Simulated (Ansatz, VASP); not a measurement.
**FeO in VASP and in Ansatz**

```xyz
2
Lattice="0.0000 2.1398 2.1398 2.1398 0.0000 2.1398 2.1398 2.1398 0.0000" Properties=species:S:1:pos:R:3 pbc="T T T"
Fe    0.0000    0.0000    0.0000
O     2.1398    2.1398    2.1398
```

Alike in both runs: task single point; functional PBE; k mesh 14 × 14 × 14; occupations gaussian, width 0.05 eV; collinear spin.

|  | VASP | Ansatz |
| --- | --- | --- |
| version | VASP 6.6.1 | Ansatz 0.2.0 |
| potentials or method | VASP PAW PBE potentials, release 64 (Fe, O), cutoff 520 eV | scalar-relativistic, plane waves, PAW |
| valence electrons in the cell | 14 | 22 |

|  | VASP | Ansatz | Ansatz less VASP |
| --- | --- | --- | --- |
| gap on the k mesh at the Fermi level (eV) | none | none | - |
| pressure (GPa) | 4.1 | 3.9 | -0.13 |
| net moment per atom (μB) | 2.00 | 2.00 | 0.000 |
| size of the moment on the site where the two differ most (μB) | 3.62 | 3.44 | -0.176 |

Site moments also hang on the region over which each program counts them. A gap of «none» marks a metal or a gap that the smearing closes. VASP's potentials hold 14 valence electrons a cell and Ansatz's 22, so a difference there can come from the potentials and not from the codes.
